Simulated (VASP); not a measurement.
Crystal: Yb.

```
Yb
1.0
     3.87990    0.00000    0.00000
    -1.93995    3.36009    0.00000
     0.00000    0.00000    6.38590
Yb
2
Direct
  0.66667 0.33333 0.75000
  0.33333 0.66667 0.25000
```

This isn't the form of Yb at room conditions, which is fcc.

Program: VASP 6.6.1. Alike in all runs: task single point; potentials or basis VASP PAW PBE potentials, release 64 (Yb); cell as given; cutoff (eV) 520; smearing fermi-dirac 0.05 eV.

Question: Order these runs on this cell by their pressure, lowest first.
A. level LDA; spin collinear, ferromagnetic start; k mesh 8 × 8 × 4
B. level PBEsol; spin collinear, zero start; fixed moment (μB) 0.0; k mesh 7 × 7 × 4
C. level PBEsol; spin collinear, ferromagnetic start; fixed moment (μB) 3.0; k mesh 7 × 7 × 4

Answer: A (-5.2 GPa), C (-3.7 GPa), B (-1.6 GPa).

Caveats: the PAW data sets were made with another functional, which shifts forces and pressure a little; the cell stands under tension (at least some runs); the total moment is fixed, so each spin has its own Fermi level (at least some runs).
